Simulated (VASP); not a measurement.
# KI (Fm-3m) in VASP: further runs, part 2 of 2

VASP 6.6.1. Earlier steps stand in the parts before.

## (4) Single point, BLYP, collinear spin, ferromagnetic start

This run uses another cell than the first one, of 52.90 Å³/atom, 1.190 times its volume.

Input file INCAR:

```
AGGAC = 1.0
AGGAX = 1.0
ALDAC = 0.0
ALDAX = 1.0
ALGO = Normal
EDIFF = 1E-6
ENCUT = 500
GGA = B5
GGA_COMPAT = False
ISIF = 2
ISMEAR = 0
ISPIN = 2
LASPH = True
LCHARG = False
LORBIT = 11
LREAL = False
LWAVE = False
MAGMOM = 0 1
NBANDS = 19
NELM = 200
PREC = Accurate
SIGMA = 0.1
```

Input file KPOINTS:

```
Automatic mesh
0
Gamma
  1 1 1
  0.25 0.25 0.25
```

Input file POSCAR:

```
KI
1.0
    0.0000000000      3.7539137158      3.7539137158
    3.7539137158      0.0000000000      3.7539137158
    3.7539137158      3.7539137158      0.0000000000
K I
1 1
Direct
    0.0000000000      0.0000000000      0.0000000000
    0.5000000000      0.5000000000      0.5000000000
```

Potentials or basis: VASP PAW PBE potentials, release 64 (K_sv, I).

Started as:

```
$ cat potpaw_PBE.64/K_sv/POTCAR potpaw_PBE.64/I/POTCAR > POTCAR
$ mpirun -np 1 vasp_std > vasp.out
```

OUTCAR:

```text
EDIFF = 1E-6
   ENCUT = 500
   GGA = B5
   ISIF = 2
   ISMEAR = 0
   ISPIN = 2
   LASPH = True
   LORBIT = 11
   LREAL = False
   NELM = 200
   PREC = Accurate

 ion  position               nearest neighbor table
   1  0.000  0.000  0.000-
   2  0.500  0.500  0.500-

  LATTYP: Found a face centered cubic cell.
 ALAT       =     7.5078274316

  Lattice vectors:

 A1 = (   0.0000000000,   3.7539137158,   3.7539137158)
 A2 = (   3.7539137158,   0.0000000000,   3.7539137158)
 A3 = (   3.7539137158,   3.7539137158,   0.0000000000)

Analysis of symmetry for initial positions (statically):
=====================================================================
 Subroutine PRICEL returns:
 Original cell was already a primitive cell.

 Routine SETGRP: Setting up the symmetry group for a
 face centered cubic supercell.

 Subroutine GETGRP returns: Found 48 space group operations
 (whereof 48 operations were pure point group operations)
[... 194 lines left out ...]
      2     -13.4749      1.00000
      3     -13.4549      1.00000
      4     -13.4549      1.00000
      5     -10.8406      1.00000
      6      -1.2645      1.00000
[... 11 lines left out ...]
     18      10.2002      0.00000
     19      10.9327      0.00000

------------------------ aborting loop because EDIFF is reached ----------------------------------------

  FORCE on cell =-STRESS in cart. coord.  units (eV):
  Direction    XX          YY          ZZ          XY          YZ          ZX
  --------------------------------------------------------------------------------------
  -------------------------------------------------------------------------------------
  Total        1.0642766      1.0642766      1.0642766     -0.0000000     -0.0000000     -0.0000000
  in kB       16.1169279     16.1169279     16.1169279     -0.0000000     -0.0000000     -0.0000000
  external PRESSURE =      16.1169279 kB  Pullay stress =       0.0000000 kB

 VOLUME and BASIS-vectors are now :
 -----------------------------------------------------------------------------
  energy-cutoff  :      500.00
  volume of cell :      105.80
      direct lattice vectors                 reciprocal lattice vectors
     0.000000000  3.753913716  3.753913716    -0.133194324  0.133194324  0.133194324
     3.753913716  0.000000000  3.753913716     0.133194324 -0.133194324  0.133194324
     3.753913716  3.753913716  0.000000000     0.133194324  0.133194324 -0.133194324

 POSITION                                       TOTAL-FORCE (eV/Angst)
 -----------------------------------------------------------------------------------
      0.00000      0.00000      0.00000         0.000000     -0.000000     -0.000000
      3.75391      3.75391      3.75391        -0.000000      0.000000      0.000000
 -----------------------------------------------------------------------------------
    total drift:                                0.000000     -0.000000     -0.000000

  FREE ENERGIE OF THE ION-ELECTRON SYSTEM (eV)
  ---------------------------------------------------
  free  energy   TOTEN  =        -4.2135180473 eV

  energy  without entropy=       -4.2135180473  energy(sigma->0) =       -4.21351805

 total charge

# of ion       s       p       d       tot
------------------------------------------
    1        1.954   5.518   0.018   7.491
    2        1.496   2.896   0.000   4.391
--------------------------------------------------
tot          3.449   8.414   0.019  11.882

 magnetization (x)

# of ion       s       p       d       tot
------------------------------------------
    1       -0.000   0.000   0.000   0.000
    2       -0.000   0.000   0.000   0.000
--------------------------------------------------
tot         -0.000   0.000   0.000   0.000
```

OSZICAR:

```text
N       E                     dE             d eps       ncg     rms          rms(c)
DAV:   1     0.887644469254E+02    0.88764E+02   -0.57056E+03    76   0.634E+02
DAV:   2     0.135064590711E+01   -0.87414E+02   -0.81610E+02   101   0.177E+02
DAV:   3    -0.395092561220E+01   -0.53016E+01   -0.52533E+01   109   0.359E+01
DAV:   4    -0.437443218669E+01   -0.42351E+00   -0.42339E+00   128   0.816E+00
DAV:   5    -0.437501835847E+01   -0.58617E-03   -0.58617E-03   101   0.388E-01    0.318E+00
DAV:   6    -0.425461405666E+01    0.12040E+00   -0.28461E-01    82   0.203E+00    0.176E+00
DAV:   7    -0.421037250528E+01    0.44242E-01   -0.13636E-01    98   0.136E+00    0.159E+00
DAV:   8    -0.421095320309E+01   -0.58070E-03   -0.16399E-02    90   0.568E-01    0.893E-01
DAV:   9    -0.421249695454E+01   -0.15438E-02   -0.50903E-03   109   0.290E-01    0.268E-01
DAV:  10    -0.421336828365E+01   -0.87133E-03   -0.90831E-04    90   0.158E-01    0.144E-01
DAV:  11    -0.421342520515E+01   -0.56922E-04   -0.37687E-05   101   0.351E-02    0.777E-02
DAV:  12    -0.421350053829E+01   -0.75333E-04   -0.29849E-05    76   0.302E-02    0.264E-02
DAV:  13    -0.421351749646E+01   -0.16958E-04   -0.12007E-05    90   0.210E-02    0.806E-03
DAV:  14    -0.421351804734E+01   -0.55087E-06   -0.45169E-07    80   0.393E-03
   1 F= -.42135180E+01 E0= -.42135180E+01  d E =-.353743E-10  mag=    -0.0000
```

Wall time 23 s (1 thread of Intel Xeon Platinum 8488C (Sapphire Rapids), shared host); peak memory 0.26 GiB.

Results:

```
Free energy                                           : -4.2135 eV
Pressure                                              : 1.6 GPa
Band gap on the k mesh                                : 4.54 eV
Net moment                                            : 0.00 μB per cell
Valence electrons inside the program's atomic spheres : K 7.49; I 4.39
```

Caveat: the k points lie up to 1.45 Å⁻¹ apart; the PAW data sets were made with another functional, which shifts forces and pressure a little; spin-orbit coupling is left out, which moves the levels of the heavy elements.

## (5) Single point, PBE

Input file INCAR:

```
PREC     = Accurate       # precision mode
ENCUT    = 500            # plane-wave cutoff, eV
EDIFF    = 1E-6           # SCF threshold, eV
ISMEAR   = 0              # smearing method
SIGMA    = 0.1            # smearing width, eV
LREAL    = False          # projectors in reciprocal space
LASPH    = True           # aspherical terms in the spheres
NELM     = 120            # most SCF steps
ALGO     = Normal         # electronic algorithm
ISIF     = 2              # what is computed and relaxed
LWAVE    = False          # write WAVECAR
LCHARG   = False          # write CHGCAR
GGA      = PE             # functional
NBANDS   = 15             # bands
NELECT   = 16.5         
ISYM     = 0            
GGA_COMPAT= False
```

Input file KPOINTS:

```
Automatic mesh
0
Gamma
  2 4 1
  0 0 0.5
```

Input file POSCAR:

```
KI
1.0
    0.0000000000      3.5424356157      3.5424356157
    3.5424356157      0.0000000000      3.5424356157
    3.5424356157      3.5424356157      0.0000000000
K I
1 1
Direct
    0.0000000000      0.0000000000      0.0000000000
    0.5000000000      0.5000000000      0.5000000000
```

Started as:

```
$ cat potpaw_PBE.64/K_sv/POTCAR potpaw_PBE.64/I/POTCAR > POTCAR
$ mpirun -np 1 vasp_std > vasp.out
```

Run time: 9.9 s. Hardware: 1 thread of Intel Xeon Platinum 8488C (Sapphire Rapids), shared host; peak memory 0.23 GiB.

The run converged, but its numbers aren't listed here, since they failed a check.

Caveat: the k points lie up to 1.54 Å⁻¹ apart; the cell carries a net charge on a neutralising background, which shifts energy and pressure; the cell is charged against a uniform background, so pressure and absolute levels hang on convention; spin-orbit coupling is left out, which moves the levels of the heavy elements.

## (6) Single point, PBE

Input file INCAR:

```
SYSTEM = KI
PREC = Accurate
ENCUT = 500
EDIFF = 1E-6
ISMEAR = 0
SIGMA = 0.1
LREAL = .FALSE.
LASPH = .TRUE.
NELM = 120
ALGO = Normal
ISIF = 2
LWAVE = .FALSE.
LCHARG = .FALSE.
GGA = PE
ISYM = 0
NBANDS = 15
GGA_COMPAT = .FALSE.
```

Input file KPOINTS:

```
Automatic mesh
0
G
  5 1 2
  0 0 0
```

POSCAR is that of step 5.

Potentials or basis: VASP PAW PBE potentials, release 64 (K_sv, I).

Started as:

```
$ cat potpaw_PBE.64/K_sv/POTCAR potpaw_PBE.64/I/POTCAR > POTCAR
$ mpirun -np 1 vasp_std > vasp.out
```

Run time: 9.5 s. Hardware: 1 thread of Intel Xeon Platinum 8488C (Sapphire Rapids), shared host; peak memory 0.23 GiB.

The run converged, but its numbers aren't listed here, since they failed a check.

Caveat: the k points lie up to 1.54 Å⁻¹ apart; spin-orbit coupling is left out, which moves the levels of the heavy elements.

## (7) Summary

| level | spin | cell | k mesh | gap on the mesh (eV) | pressure (GPa) |
| --- | --- | --- | --- | --- | --- |
| PBE | off | a = 5.010 Å, angles 60.0°, 2 atoms | 3 × 3 × 3 | 3.94 | 0.6 |
| PBE | off | a = 5.294 Å, angles 60.0°, 2 atoms | 2 × 2 × 2 | 3.57 | -0.6 |
| BLYP | collinear, ferromagnetic start | a = 5.309 Å, angles 60.0°, 2 atoms | 1 × 1 × 1, shifted | 4.54 | 1.6 |

Alike in all rows: task single point; potentials or basis VASP PAW PBE potentials, release 64 (K_sv, I); cutoff (eV) 500; smearing gaussian 0.1 eV.

Caveats: all runs use coarse meshes; spin-orbit coupling is left out, which moves the levels of the heavy elements; the PAW data sets were made with another functional, which shifts forces and pressure a little (some runs).

Absolute energies hang on the potentials; compare differences alone.
